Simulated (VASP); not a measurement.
# Pd (Fm-3m) in VASP: notebook

The runs below take Pd through single point, with PBE.

All numbers are computed with VASP 6.6.1; they aren't measurements. Logs are shortened: lines on timing, memory, paths and dates and some standing lists are left out, and cuts for length are marked.

**1. The cell of the first run**

The structure is cubic, space group Fm-3m (No. 225). The conventional cell has a = 3.893 Å, b = 3.893 Å, c = 3.893 Å, α = 90.00°, β = 90.00°, γ = 90.00°. Pd (site symmetry m-3m) has 12 Pd at 2.75 Å within 3.6 Å.

**2. Single point, PBE**

INCAR reads:

```
SYSTEM = Pd
PREC = Accurate ; ENCUT = 520
EDIFF = 1E-6 ; ISMEAR = 0
SIGMA = 0.019000000000000003 ; LREAL = .FALSE.
LASPH = .TRUE. ; NELM = 60
ALGO = Normal ; ISIF = 2
LWAVE = .FALSE. ; LCHARG = .TRUE.
GGA = PE ; LELF = .TRUE.
LVHAR = .TRUE. ; NBANDS = 11
```

KPOINTS reads:

```
regular mesh
0
G
  12 12 12
  0 0 0
```

POSCAR reads:

```
Pd
1.0
    0.0000000000      1.9465000000      1.9465000000
    1.9465000000      0.0000000000      1.9465000000
    1.9465000000      1.9465000000      0.0000000000
Pd
1
Direct
    0.0000000000      0.0000000000      0.0000000000
```

Potentials or basis: VASP PAW PBE potentials, release 64 (Pd).

On the command line:

```console
$ cat potpaw_PBE.64/Pd/POTCAR > POTCAR
$ mpirun -np 1 vasp_std > vasp.out
```

OUTCAR:

```text
SYSTEM = Pd
   PREC = Accurate
   ENCUT = 520
   EDIFF = 1E-6
   ISMEAR = 0
   LREAL = .FALSE.
   LASPH = .TRUE.
   NELM = 60
   ISIF = 2
   GGA = PE

 ion  position               nearest neighbor table
   1  0.000  0.000  0.000-

  LATTYP: Found a face centered cubic cell.
 ALAT       =     3.8930000000

  Lattice vectors:

 A1 = (   0.0000000000,   1.9465000000,   1.9465000000)
 A2 = (   1.9465000000,   0.0000000000,   1.9465000000)
 A3 = (   1.9465000000,   1.9465000000,   0.0000000000)

Analysis of symmetry for initial positions (statically):
[... 33 lines left out ...]
                                     Primitive cell

  volume of cell :      14.7500

  direct lattice vectors                    reciprocal lattice vectors
     0.000000000  1.946500000  1.946500000    -0.256871307  0.256871307  0.256871307
     1.946500000  0.000000000  1.946500000     0.256871307 -0.256871307  0.256871307
     1.946500000  1.946500000  0.000000000     0.256871307  0.256871307 -0.256871307

  length of vectors
     2.752766699  2.752766699  2.752766699     0.444914156  0.444914156  0.444914156

  position of ions in fractional coordinates (direct lattice)
     0.000000000  0.000000000  0.000000000

  ion indices of the primitive-cell ions
   primitive index   ion index
                 1           1

----------------------------------------------------------------------------------------

 KPOINTS: regular mesh

Automatic generation of k-mesh.
 Grid dimensions read from file:
 generate k-points for:   12   12   12

 Generating k-lattice:

  Cartesian coordinates                     Fractional coordinates (reciprocal lattice)
    -0.021405942  0.021405942  0.021405942     0.083333333  0.000000000  0.000000000
     0.021405942 -0.021405942  0.021405942     0.000000000  0.083333333  0.000000000
     0.021405942  0.021405942 -0.021405942     0.000000000  0.000000000  0.083333333

  Length of vectors
     0.037076180  0.037076180  0.037076180

  Shift w.r.t. Gamma in fractional coordinates (k-lattice)
     0.000000000  0.000000000  0.000000000

 Subroutine IBZKPT returns following result:
 ===========================================

 Found     72 irreducible k-points:

 Following reciprocal coordinates:
            Coordinates               Weight
  0.000000  0.000000  0.000000      1.000000
  0.083333  0.000000  0.000000      8.000000
  0.166667  0.000000  0.000000      8.000000
  0.250000  0.000000  0.000000      8.000000
  0.333333  0.000000  0.000000      8.000000
  0.416667  0.000000  0.000000      8.000000
[... 16 lines left out ...]
  0.500000  0.166667  0.000000     24.000000
 -0.416667  0.166667  0.000000     24.000000
 [... further k-points ...]
   k-points           NKPTS =     72   k-points in BZ     NKDIM =     72   number of bands    NBANDS=     11
   number of dos      NEDOS =    301   number of ions     NIONS =      1
   total plane-waves  NPLWV =   8000
   dimension x,y,z NGX =    20 NGY =   20 NGZ =   20
   dimension x,y,z NGXF=    40 NGYF=   40 NGZF=   40
   ions per type =               1
   NGX,Y,Z   is equivalent  to a cutoff of  12.08, 12.08, 12.08 a.u.
   NGXF,Y,Z  is equivalent  to a cutoff of  24.16, 24.16, 24.16 a.u.
 SYSTEM =  Pd
   PREC   = accura    normal or accurate (medium, high low for compatibility)
   ISTART =      0    job   : 0-new  1-cont  2-samecut
   ICHARG =      2    charge: 1-file 2-atom 10-const
   ISPIN  =      1    spin polarized calculation?
   LNONCOLLINEAR =      F non collinear calculations
   LSORBIT =      F    spin-orbit coupling
   LASPH  =      T    aspherical Exc in radial PAW
   ENCUT  =  520.0 eV  38.22 Ry    6.18 a.u.   5.12  5.12  5.12*2*pi/ulx,y,z
   NELM   =     60;   NELMIN=  2; NELMDL= -5     # of ELM steps
   EDIFF  = 0.1E-05   stopping-criterion for ELM
   LREAL  =      F    real-space projection
   EDIFFG = 0.1E-04   stopping-criterion for IOM
   NSW    =      0    number of steps for IOM
   IBRION =     -1    ionic relax: 0-MD 1-quasi-New 2-CG
   NFREE  =      0    steps in history (QN), initial steepest desc. (CG)
   ISIF   =      2    stress and relaxation
   ISYM   =      2    0-nonsym 1-usesym 2-fastsym
   POTIM  = 0.5000    time-step for ionic-motion
   TEBEG  =    0.0;   TEEND  =   0.0 temperature during run
   PSTRESS=    0.0 pullay stress
   NELECT =      10.0000    total number of electrons
   NUPDOWN=      -1.0000    fix difference up-down
   EMIN   =  10.00;   EMAX   =-10.00  energy-range for DOS
   EFERMI =   0.00;   METHOD = LEGACY
   ISMEAR =     0;   SIGMA  =   0.02  broadening in eV -4-tet -1-fermi 0-gaus
   EFERMI_NEDOS =   21; number of points for ismear=-14 and -15
   IALGO  =     38    algorithm
   IMIX   =      4    mixing-type and parameters
     AMIX     =   0.40;   BMIX     =  1.00
     AMIX_MAG =   1.60;   BMIX_MAG =  1.00
  volume/ion in A,a.u.               =      14.75        99.54
  Fermi-wavevector in a.u.,A,eV,Ry     =   1.438171  2.717748 28.141404  2.068335
  Thomas-Fermi vector in A             =   2.557167
   LORBIT       =      0    0 simple, 1 ext, 2 COOP (PROOUT), +10 PAW based schemes
   GGA     = PE    functional components
   LHFCALC =     F    Hartree Fock is set to
   AEXX    =    0.0000 exact exchange contribution
   IVDW    =     0    specifies the selected vdW correction
   LEPSILON=     F    determine dielectric tensor
   LRPA    =     F    only Hartree local field effects (RPA)
 non-spin polarized calculation
 Gauss-broadening in eV      SIGMA  =   0.02
  energy-cutoff  :      520.00
  volume of cell :       14.75
 maximum number of plane-waves:       415
   NGX = 11   NGY = 11   NGZ = 11

 number of electron      10.0000000 magnetization

 number of electron       9.9999999 magnetization

 Free energy of the ion-electron system (eV)
  ---------------------------------------------------
  ext. energy  EPLUGINS =         0.00000000
  ---------------------------------------------------
  free energy    TOTEN  =        -5.20783849 eV

  energy without entropy =       -5.20652570  energy(sigma->0) =       -5.20718209

 E-fermi :   9.7474     XC(G=0): -13.1863

 val. band max:        9.7466003663   @ k =  -0.4167   0.3333   0.0833
 cond. band min:       9.7480659897   @ k =   0.5000   0.0000   0.0000
 fundamental gap:      0.0014656235
 Fermi energy:         9.7473796498

 k-point     1 :       0.0000    0.0000    0.0000
  band No.  band energies     occupation
      1       2.6435      2.00000
      2       6.9353      2.00000
      3       6.9353      2.00000
      4       6.9353      2.00000
      5       8.5477      2.00000
      6       8.5477      2.00000
      7      26.9748      0.00000
      8      31.7555      0.00000
      9      31.7555      0.00000
     10      31.7555      0.00000
     11      35.9830      0.00000

 k-point     2 :       0.0833    0.0000    0.0000
  band No.  band energies     occupation
      1       2.8938      2.00000
      2       6.8496      2.00000
      3       7.0201      2.00000
      4       7.0201      2.00000
      5       8.5089      2.00000
      6       8.5089      2.00000
      7      27.2262      0.00000
      8      30.2606      0.00000
      9      32.0419      0.00000
     10      32.0419      0.00000
     11      36.0556      0.00000

 k-point     3 :       0.1667    0.0000    0.0000
  band No.  band energies     occupation
      1       3.5709      2.00000
      2       6.7020      2.00000
      3       7.1919      2.00000
      4       7.1919      2.00000
      5       8.4831      2.00000
      6       8.4831      2.00000
      7      27.0412      0.00000
      8      28.2878      0.00000
      9      32.7862      0.00000
     10      32.7862      0.00000
     11      35.9811      0.00000

 k-point     4 :       0.2500    0.0000    0.0000
  band No.  band energies     occupation
      1       4.3260      2.00000
      2       6.9098      2.00000
      3       7.2283      2.00000
      4       7.2283      2.00000
      5       8.6972      2.00000
      6       8.6972      2.00000
      7      24.3130      0.00000
      8      28.0223      0.00000
      9      33.4278      0.00000
     10      33.4278      0.00000
     11      35.5858      0.00000

 k-point     5 :       0.3333    0.0000    0.0000
  band No.  band energies     occupation
      1       4.5868      2.00000
      2       7.0922      2.00000
      3       7.0922      2.00000
      4       8.0585      2.00000
      5       9.1500      2.00000
      6       9.1500      2.00000
      7      21.2441      0.00000
      8      27.2752      0.00000
      9      32.5890      0.00000
     10      32.5890      0.00000
     11      36.1821      0.00000

 k-point     6 :       0.4167    0.0000    0.0000
  band No.  band energies     occupation
      1       4.5285      2.00000
      2       6.9469      2.00000
      3       6.9469      2.00000
      4       9.5761      2.00000
      5       9.5761      2.00000
      6       9.7797      0.01611
      7      18.4648      0.00000
      8      26.5890      0.00000
      9      31.3671      0.00000
     10      31.3671      0.00000
     11      36.8591      0.00000

 k-point     7 :       0.5000    0.0000    0.0000
  band No.  band energies     occupation
      1       4.4819      2.00000
      2       6.8896      2.00000
      3       6.8896      2.00000
      4       9.7481      0.95926
      5       9.7481      0.95924
      6      10.7993      0.00000
      7      17.1001      0.00000
      8      26.3357      0.00000
      9      30.8905      0.00000
     10      30.8905      0.00000
     11      36.0357      0.00000

 k-point     8 :       0.0833    0.0833    0.0000
  band No.  band energies     occupation
      1       2.9775      2.00000
      2       6.7533      2.00000
      3       7.0875      2.00000
      4       7.0875      2.00000
      5       8.3618      2.00000
      6       8.6204      2.00000
      7      27.3407      0.00000
      8      30.6907      0.00000
      9      31.5219      0.00000
     10      31.5219      0.00000
     11      36.0526      0.00000
[... 141 lines left out ...]
 k-point    19 :       0.1667    0.1667    0.0000
  band No.  band energies     occupation
      1       3.8819      2.00000
      2       6.2838      2.00000
      3       7.5308      2.00000
      4       7.5308      2.00000
      5       7.9498      2.00000
      6       8.8227      2.00000
      7      28.2925      0.00000
      8      29.3006      0.00000
      9      30.2584      0.00000
     10      30.2584      0.00000
     11      35.9336      0.00000

 k-point    20 :       0.2500    0.1667    0.0000
  band No.  band energies     occupation
      1       4.5296      2.00000
      2       6.0440      2.00000
      3       7.4520      2.00000
      4       7.7658      2.00000
      5       8.2968      2.00000
      6       9.0060      2.00000
      7      26.8724      0.00000
      8      28.6868      0.00000
      9      29.3810      0.00000
     10      30.6764      0.00000
     11      35.3847      0.00000

 k-point    21 :       0.3333    0.1667    0.0000
  band No.  band energies     occupation
      1       5.0446      2.00000
      2       6.1363      2.00000
      3       7.1185      2.00000
      4       7.7796      2.00000
      5       9.3587      2.00000
      6       9.3798      2.00000
      7      23.7641      0.00000
      8      28.0297      0.00000
      9      28.7001      0.00000
     10      30.8834      0.00000
     11      35.7445      0.00000

 k-point    22 :       0.4167    0.1667    0.0000
  band No.  band energies     occupation
      1       5.0768      2.00000
      2       6.5146      2.00000
      3       7.1150      2.00000
      4       7.6411      2.00000
      5       9.7040      1.99877
      6      10.9771      0.00000
      7      20.5894      0.00000
      8      27.0387      0.00000
      9      28.3584      0.00000
     10      30.1136      0.00000
     11      36.0583      0.00000

 k-point    23 :       0.5000    0.1667    0.0000
  band No.  band energies     occupation
      1       5.0398      2.00000
      2       6.4551      2.00000
      3       7.4954      2.00000
      4       7.6440      2.00000
      5       9.7910      0.00118
      6      12.8491      0.00000
      7      17.8793      0.00000
      8      26.1923      0.00000
      9      28.6247      0.00000
     10      29.1502      0.00000
     11      36.0681      0.00000

 k-point    24 :      -0.4167    0.1667    0.0000
  band No.  band energies     occupation
      1       5.0918      2.00000
      2       6.4621      2.00000
      3       7.4263      2.00000
      4       7.8480      2.00000
      5       9.5220      2.00000
      6      13.4001      0.00000
      7      17.3723      0.00000
      8      25.6203      0.00000
      9      28.6580      0.00000
     10      29.6808      0.00000
     11      36.0632      0.00000

 [... further k-points ...]
[... 5 lines left out ...]
  --------------------------------------------------------------------------------------
  -------------------------------------------------------------------------------------
  Total        0.6071098      0.6071098      0.6071098      0.0000000      0.0000000      0.0000000
  in kB       65.9454184     65.9454184     65.9454184      0.0000000      0.0000000      0.0000000
  external PRESSURE =      65.9454184 kB  Pullay stress =       0.0000000 kB

 VOLUME and BASIS-vectors are now :
 -----------------------------------------------------------------------------
  energy-cutoff  :      520.00
  volume of cell :       14.75
      direct lattice vectors                 reciprocal lattice vectors
     0.000000000  1.946500000  1.946500000    -0.256871307  0.256871307  0.256871307
     1.946500000  0.000000000  1.946500000     0.256871307 -0.256871307  0.256871307
     1.946500000  1.946500000  0.000000000     0.256871307  0.256871307 -0.256871307

 POSITION                                       TOTAL-FORCE (eV/Angst)
 -----------------------------------------------------------------------------------
      0.00000      0.00000      0.00000         0.000000     -0.000000     -0.000000
 -----------------------------------------------------------------------------------
    total drift:                               -0.000000     -0.000000     -0.000000

  FREE ENERGIE OF THE ION-ELECTRON SYSTEM (eV)
  ---------------------------------------------------
  free  energy   TOTEN  =        -5.2078384852 eV

  energy  without entropy=       -5.2065256983  energy(sigma->0) =       -5.20718209
```

Wall time 18 s (1 thread of AMD EPYC 7R13, shared host); peak memory 0.1 GiB.

Results:

* Free energy: -5.2078 eV
* Pressure: 6.6 GPa
* Band gap on the k mesh: zero (band 5 reaches 10.06 eV, above the bottom of band 6 at 8.48 eV)

**3. Single point, PBE**

INCAR reads:

```
  PREC = Accurate
  ENCUT = 520
  EDIFF = 1E-7
  ISMEAR = 0
  SIGMA = 0.02
  LREAL = False
  LASPH = True
  NELM = 60
  ALGO = Fast
  ISIF = 2
  LWAVE = False
  LCHARG = True
  GGA = PE
  LELF = True
  LVHAR = True
  NBANDS = 11
```

KPOINTS reads:

```
regular mesh
0
Gamma
  12 12 12
```

POSCAR is that of step 2.

Potentials or basis: VASP PAW PBE potentials, release 64 (Pd).

On the command line:

```console
$ cat potpaw_PBE.64/Pd/POTCAR > POTCAR
$ mpirun -np 1 vasp_std > vasp.out
```

Run time: 24 s. Hardware: 1 thread of AMD EPYC 7R13, shared host; peak memory 0.1 GiB.

Results (log left out):

```yaml
Free_energy: -5.2079 eV
Pressure: 6.5 GPa
Band_gap_on_the_k_mesh: zero (band 5 reaches 10.06 eV, above the bottom of band 6 at 8.48 eV)
```

Levels at points of the mesh, in eV from the Fermi level:
| k point | band 2 | band 3 | band 4 | band 5 | band 6 | band 7 | band 8 | band 9 |
| --- | --- | --- | --- | --- | --- | --- | --- | --- |
| (0.00, 0.00, 0.00) | -2.81 | -2.81 | -2.81 | -1.20 | -1.20 | 17.23 | 22.01 | 22.01 |
| (0.50, 0.00, 0.00) | -2.86 | -2.86 | 0.00 | 0.00 | 1.05 | 7.35 | 16.59 | 21.14 |
| (0.50, 0.50, 0.00) | -5.08 | -0.03 | 0.31 | 0.31 | 3.38 | 10.81 | 13.25 | 13.25 |

**4. Single point, PBE**

INCAR reads:

```
SYSTEM = Pd
PREC = Accurate
ENCUT = 520
EDIFF = 1E-6
ISMEAR = 0
SIGMA = 0.022
LREAL = .False.
LASPH = .True.
NELM = 60
ALGO = Normal
ISIF = 2
LWAVE = .False.
LCHARG = .True.
GGA = PE
LELF = .True.
LVHAR = .True.
NBANDS = 11
```

KPOINTS reads:

```
regular mesh
0
Gamma
  12 12 12
  0 0 0
```

POSCAR is that of step 3.

On the command line:

```console
$ cat potpaw_PBE.64/Pd/POTCAR > POTCAR
$ mpirun -np 1 vasp_std > vasp.out
```

Run time: 18 s. Hardware: 1 thread of AMD EPYC 7R13, shared host; peak memory 0.1 GiB.

It converged, with:

```yaml
Free_energy: -5.2080 eV
Pressure: 6.6 GPa
Band_gap_on_the_k_mesh: zero (band 5 reaches 10.06 eV, above the bottom of band 6 at 8.48 eV)
```

Levels at points of the mesh, in eV from the Fermi level:
```csv
k point,band 3,band 4,band 5,band 6,band 7,band 8
"(0.00, 0.00, 0.00)",-2.81,-2.81,-1.20,-1.20,17.23,22.01
"(0.50, 0.00, 0.00)",-2.86,0.00,0.00,1.05,7.35,16.59
"(0.50, 0.50, 0.00)",-0.03,0.31,0.31,3.38,10.81,13.25
```

(Continued in part 2 of 2.)
